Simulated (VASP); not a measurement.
# Bi (Im-3m) in VASP: notebook

The runs below take Bi through single point, with LDA.

All numbers are computed with VASP 6.6.1; they aren't measurements. Logs are shortened: lines on timing, memory, paths and dates and some standing lists are left out, and cuts for length are marked.

## 1. The cell of the first run

Symmetry: Im-3m, No. 229, cubic system. Conventional cell: a = 3.963 Å, b = 3.963 Å, c = 3.963 Å, α = 90.00°, β = 90.00°, γ = 90.00°. Within 4.5 Å of Bi (site symmetry m-3m) lie 14 Bi at 3.43 to 3.96 Å.

## 2. Single point, LDA

Contents of INCAR:

```
PREC     = Accurate       # precision mode
ENCUT    = 520            # plane-wave cutoff, eV
EDIFF    = 1E-6           # SCF threshold, eV
ISMEAR   = 1              # smearing method
SIGMA    = 0.15           # smearing width, eV
LREAL    = F              # projectors in reciprocal space
LASPH    = T              # aspherical terms in the spheres
NELM     = 60             # most SCF steps
ALGO     = Normal         # electronic algorithm
ISIF     = 2              # what is computed and relaxed
LWAVE    = F              # write WAVECAR
LCHARG   = F              # write CHGCAR
GGA      = CA             # functional
NBANDS   = 14             # bands
```

Contents of KPOINTS:

```
regular mesh
0
Gamma
  10 10 10
```

Contents of POSCAR:

```
Bi
1.0
   -1.9814310000      1.9814310000      1.9814310000
    1.9814310000     -1.9814310000      1.9814310000
    1.9814310000      1.9814310000     -1.9814310000
Bi
1
Direct
    0.0000000000      0.0000000000      0.0000000000
```

Potentials or basis: VASP PAW LDA potentials, release 64 (Bi_d).

Command:

```
cat potpaw_LDA.64/Bi_d/POTCAR > POTCAR
mpirun -np 1 vasp_std > vasp.out
```

OUTCAR:

```text
PREC = Accurate
   ENCUT = 520
   EDIFF = 1E-6
   ISMEAR = 1
   LREAL = F
   LASPH = T
   NELM = 60
   ISIF = 2
   GGA = CA

 ion  position               nearest neighbor table
   1  0.000  0.000  0.000-

  LATTYP: Found a body centered cubic cell.
 ALAT       =     3.9628620000

  Lattice vectors:

 A1 = (  -1.9814310000,   1.9814310000,   1.9814310000)
 A2 = (   1.9814310000,  -1.9814310000,   1.9814310000)
 A3 = (   1.9814310000,   1.9814310000,  -1.9814310000)

Analysis of symmetry for initial positions (statically):
=====================================================================
 Subroutine PRICEL returns:
 Original cell was already a primitive cell.

 Routine SETGRP: Setting up the symmetry group for a
 body centered cubic supercell.

 Subroutine GETGRP returns: Found 48 space group operations
 (whereof 48 operations were pure point group operations)
 out of a pool of 48 trial point group operations.

The static configuration has the point symmetry O_h .

Analysis of symmetry for dynamics (positions and initial velocities):
=====================================================================
 Subroutine PRICEL returns:
 Original cell was already a primitive cell.

 Routine SETGRP: Setting up the symmetry group for a
 body centered cubic supercell.

 Subroutine GETGRP returns: Found 48 space group operations
 (whereof 48 operations were pure point group operations)
 out of a pool of 48 trial point group operations.

The dynamic configuration has the point symmetry O_h .

 Subroutine INISYM returns: Found 48 space group operations
 (whereof 48 operations are pure point group operations),
 and found     1 'primitive' translations

----------------------------------------------------------------------------------------

                                     Primitive cell

  volume of cell :      31.1169

  direct lattice vectors                    reciprocal lattice vectors
    -1.981431000  1.981431000  1.981431000     0.000000000  0.252342877  0.252342877
     1.981431000 -1.981431000  1.981431000     0.252342877  0.000000000  0.252342877
     1.981431000  1.981431000 -1.981431000     0.252342877  0.252342877  0.000000000

  length of vectors
     3.431939164  3.431939164  3.431939164     0.356866720  0.356866720  0.356866720

  position of ions in fractional coordinates (direct lattice)
     0.000000000  0.000000000  0.000000000

  ion indices of the primitive-cell ions
   primitive index   ion index
                 1           1

----------------------------------------------------------------------------------------

 KPOINTS: regular mesh

Automatic generation of k-mesh.
 Grid dimensions read from file:
 generate k-points for:   10   10   10

 Generating k-lattice:

  Cartesian coordinates                     Fractional coordinates (reciprocal lattice)
     0.000000000  0.025234288  0.025234288     0.100000000  0.000000000  0.000000000
     0.025234288  0.000000000  0.025234288     0.000000000  0.100000000  0.000000000
     0.025234288  0.025234288  0.000000000     0.000000000  0.000000000  0.100000000

  Length of vectors
     0.035686672  0.035686672  0.035686672

  Shift w.r.t. Gamma in fractional coordinates (k-lattice)
     0.000000000  0.000000000  0.000000000

 Subroutine IBZKPT returns following result:
 ===========================================

 Found     47 irreducible k-points:

 Following reciprocal coordinates:
            Coordinates               Weight
  0.000000  0.000000  0.000000      1.000000
  0.100000  0.000000  0.000000     12.000000
  0.200000  0.000000  0.000000     12.000000
  0.300000  0.000000  0.000000     12.000000
  0.400000  0.000000  0.000000     12.000000
  0.500000  0.000000  0.000000      6.000000
[... 16 lines left out ...]
  0.300000  0.300000  0.100000      8.000000
 -0.300000  0.300000  0.100000     24.000000
 [... further k-points ...]
   k-points           NKPTS =     47   k-points in BZ     NKDIM =     47   number of bands    NBANDS=     14
   number of dos      NEDOS =    301   number of ions     NIONS =      1
   total plane-waves  NPLWV =  21952
   dimension x,y,z NGX =    28 NGY =   28 NGZ =   28
   dimension x,y,z NGXF=    56 NGYF=   56 NGZF=   56
   ions per type =               1
   NGX,Y,Z   is equivalent  to a cutoff of  13.56, 13.56, 13.56 a.u.
   NGXF,Y,Z  is equivalent  to a cutoff of  27.13, 27.13, 27.13 a.u.
 SYSTEM =  unknown system
   PREC   = accura    normal or accurate (medium, high low for compatibility)
   ISTART =      0    job   : 0-new  1-cont  2-samecut
   ICHARG =      2    charge: 1-file 2-atom 10-const
   ISPIN  =      1    spin polarized calculation?
   LNONCOLLINEAR =      F non collinear calculations
   LSORBIT =      F    spin-orbit coupling
   LASPH  =      T    aspherical Exc in radial PAW
   ENCUT  =  520.0 eV  38.22 Ry    6.18 a.u.   6.38  6.38  6.38*2*pi/ulx,y,z
   NELM   =     60;   NELMIN=  2; NELMDL= -5     # of ELM steps
   EDIFF  = 0.1E-05   stopping-criterion for ELM
   LREAL  =      F    real-space projection
   EDIFFG = 0.1E-04   stopping-criterion for IOM
   NSW    =      0    number of steps for IOM
   IBRION =     -1    ionic relax: 0-MD 1-quasi-New 2-CG
   NFREE  =      0    steps in history (QN), initial steepest desc. (CG)
   ISIF   =      2    stress and relaxation
   ISYM   =      2    0-nonsym 1-usesym 2-fastsym
   POTIM  = 0.5000    time-step for ionic-motion
   TEBEG  =    0.0;   TEEND  =   0.0 temperature during run
   PSTRESS=    0.0 pullay stress
   NELECT =      15.0000    total number of electrons
   NUPDOWN=      -1.0000    fix difference up-down
   EMIN   =  10.00;   EMAX   =-10.00  energy-range for DOS
   EFERMI =   0.00;   METHOD = LEGACY
   ISMEAR =     1;   SIGMA  =   0.15  broadening in eV -4-tet -1-fermi 0-gaus
   EFERMI_NEDOS =   21; number of points for ismear=-14 and -15
   IALGO  =     38    algorithm
   IMIX   =      4    mixing-type and parameters
     AMIX     =   0.40;   BMIX     =  1.00
     AMIX_MAG =   1.60;   BMIX_MAG =  1.00
  volume/ion in A,a.u.               =      31.12       209.99
  Fermi-wavevector in a.u.,A,eV,Ry     =   1.283629  2.425708 22.418378  1.647704
  Thomas-Fermi vector in A             =   2.415871
   LORBIT       =      0    0 simple, 1 ext, 2 COOP (PROOUT), +10 PAW based schemes
   GGA     = CA    functional components
   LHFCALC =     F    Hartree Fock is set to
   AEXX    =    0.0000 exact exchange contribution
   IVDW    =     0    specifies the selected vdW correction
   LEPSILON=     F    determine dielectric tensor
   LRPA    =     F    only Hartree local field effects (RPA)
 non-spin polarized calculation
 Methfessel and Paxton  Order N= 1 SIGMA  =   0.15
  energy-cutoff  :      520.00
  volume of cell :       31.12
 maximum number of plane-waves:       887
 NGX is ok and might be reduce to    28
   NGX = 13   NGY = 13   NGZ = 13

 number of electron      14.9999994 magnetization

 Free energy of the ion-electron system (eV)
  ---------------------------------------------------
  ext. energy  EPLUGINS =         0.00000000
  ---------------------------------------------------
  free energy    TOTEN  =        -4.45756277 eV

  energy without entropy =       -4.45731165  energy(sigma->0) =       -4.45747906

 E-fermi :   7.6771     XC(G=0): -10.5298

 val. band max:        7.6684778362   @ k =   0.5000   0.5000   0.2000
 cond. band min:       7.7298408675   @ k =   0.3000   0.1000   0.1000
 fundamental gap:      0.0613630313
 Fermi energy:         7.6770629524

 k-point     1 :       0.0000    0.0000    0.0000
  band No.  band energies     occupation
      1     -15.2924      2.00000
      2     -15.2924      2.00000
      3     -15.2924      2.00000
      4     -15.1617      2.00000
      5     -15.1617      2.00000
      6      -5.8566      2.00000
      7      12.7231      0.00000
      8      12.7231      0.00000
      9      12.7231      0.00000
     10      16.9042      0.00000
     11      18.1964      0.00000
     12      18.1964      0.00000
     13      18.1964      0.00000
     14      19.3929      0.00000

 k-point     2 :       0.1000    0.0000    0.0000
  band No.  band energies     occupation
      1     -15.2961      2.00000
      2     -15.2857      2.00000
      3     -15.2723      2.00000
      4     -15.1661      2.00000
      5     -15.1624      2.00000
      6      -5.6749      2.00000
      7      11.0455      0.00000
      8      12.1983      0.00000
      9      12.5629      0.00000
     10      16.7124      0.00000
     11      17.3986      0.00000
     12      17.9640      0.00000
     13      18.2470      0.00000
     14      20.1532      0.00000

 k-point     3 :       0.2000    0.0000    0.0000
  band No.  band energies     occupation
      1     -15.3061      2.00000
      2     -15.2713      2.00000
      3     -15.2196      2.00000
      4     -15.1755      2.00000
      5     -15.1643      2.00000
      6      -5.1401      2.00000
      7       8.2674     -0.00000
      8      11.1317      0.00000
      9      12.1345      0.00000
     10      15.3416      0.00000
     11      16.4856      0.00000
     12      18.0032      0.00000
     13      19.4488      0.00000
     14      21.8931      0.00000
[... 324 lines left out ...]
 k-point    23 :       0.3000    0.3000    0.1000
  band No.  band energies     occupation
      1     -15.2874      2.00000
      2     -15.1957      2.00000
      3     -15.1957      2.00000
      4     -15.1618      2.00000
      5     -15.1618      2.00000
      6      -2.3580      2.00000
      7       4.5848      2.00000
      8       4.5848      2.00000
      9       8.0090     -0.00758
     10      18.8961      0.00000
     11      20.5945      0.00000
     12      20.5945      0.00000
     13      23.6156      0.00000
     14      23.8607      0.00000

 k-point    24 :      -0.3000    0.3000    0.1000
  band No.  band energies     occupation
      1     -15.2974      2.00000
      2     -15.2521      2.00000
      3     -15.1912      2.00000
      4     -15.1707      2.00000
      5     -15.1559      2.00000
      6      -4.1330      2.00000
      7       5.7388      2.00000
      8       9.5886     -0.00000
      9      10.6421     -0.00000
     10      15.1309      0.00000
     11      16.6362      0.00000
     12      16.8240      0.00000
     13      21.9032      0.00000
     14      22.8348      0.00000

 [... further k-points ...]

------------------------ aborting loop because EDIFF is reached ----------------------------------------

  FORCE on cell =-STRESS in cart. coord.  units (eV):
  Direction    XX          YY          ZZ          XY          YZ          ZX
  --------------------------------------------------------------------------------------
  -------------------------------------------------------------------------------------
  Total       -0.5918471     -0.5918471     -0.5918471     -0.0000000     -0.0000000      0.0000000
  in kB      -30.4735654    -30.4735654    -30.4735654     -0.0000000     -0.0000000      0.0000000
  external PRESSURE =     -30.4735654 kB  Pullay stress =       0.0000000 kB

 VOLUME and BASIS-vectors are now :
 -----------------------------------------------------------------------------
  energy-cutoff  :      520.00
  volume of cell :       31.12
      direct lattice vectors                 reciprocal lattice vectors
    -1.981431000  1.981431000  1.981431000     0.000000000  0.252342877  0.252342877
     1.981431000 -1.981431000  1.981431000     0.252342877  0.000000000  0.252342877
     1.981431000  1.981431000 -1.981431000     0.252342877  0.252342877  0.000000000

 POSITION                                       TOTAL-FORCE (eV/Angst)
 -----------------------------------------------------------------------------------
      0.00000      0.00000      0.00000        -0.000000      0.000000      0.000000
 -----------------------------------------------------------------------------------
    total drift:                               -0.000000     -0.000000     -0.000000

  FREE ENERGIE OF THE ION-ELECTRON SYSTEM (eV)
  ---------------------------------------------------
  free  energy   TOTEN  =        -4.4575627719 eV

  energy  without entropy=       -4.4573116494  energy(sigma->0) =       -4.45747906
```

Run time: 7.8 s. Hardware: 1 thread of Intel Xeon 6975P-C (Granite Rapids), shared host; peak memory 0.14 GiB.

What came out:

```yaml
Free_energy: -4.4576 eV
Pressure: -3.0 GPa
```

Levels at points of the mesh, in eV from the Fermi level:
```tsv
k point	band 4	band 5	band 6	band 7	band 8	band 9	band 10	band 11
(0.00, 0.00, 0.00)	-22.84	-22.84	-13.53	5.05	5.05	5.05	9.23	10.52
(0.50, 0.00, 0.00)	-22.85	-22.76	-10.50	-5.07	1.53	3.42	6.04	7.62
(0.50, 0.50, 0.50)	-22.77	-22.77	-8.40	-1.82	-1.82	-1.82	3.60	3.60
```

Caveat: spin-orbit coupling is left out, which moves the levels of the heavy elements.

[end of part 1 of 2]
